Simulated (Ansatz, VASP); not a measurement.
## In2O3 in VASP and in Ansatz

```xyz
10
Lattice="2.7435 1.5840 4.8367 -2.7435 1.5840 4.8367 0.0000 -3.1679 4.8367" Properties=species:S:1:pos:R:3 pbc="T T T"
In    0.0000    0.0000   12.4396
In    0.0000    0.0000    9.3254
In    0.0000    0.0000    2.0704
In    0.0000    0.0000    5.1846
O    -1.9259   -0.1679    6.0458
O     0.8176    1.7519    6.0458
O     1.1084   -1.5840    6.0458
O     1.9259    0.1679    8.4642
O    -0.8176   -1.7519    8.4642
O    -1.1084    1.5840    8.4642
```

Alike in both runs: task single point; functional PBE; k mesh 6 × 6 × 6; occupations fermi-dirac, width 0.05 eV; no spin polarisation.

|  | VASP | Ansatz |
| --- | --- | --- |
| version | VASP 6.6.1 | Ansatz 0.2.0 |
| potentials or method | VASP PAW PBE potentials, release 64 (In_d, O), cutoff 520 eV | Ansatz PAW |
| valence electrons in the cell | 88 | 88 |

```tsv
	VASP	Ansatz	Ansatz less VASP
gap on the k mesh at the Fermi level (eV)	1.30	1.30	+0.009
least direct gap on the mesh (eV)	1.34	1.34	+0.008
pressure (GPa)	9.0	8.4	-0.57
traceless stress, the component that is largest in VASP (GPa)	-1.06	-0.94	+0.123
rms of the force components (eV/Å)	0.062	0.058	-0.0046
```

Atom by atom the forces differ by 0.006 eV/Å (rms over components).
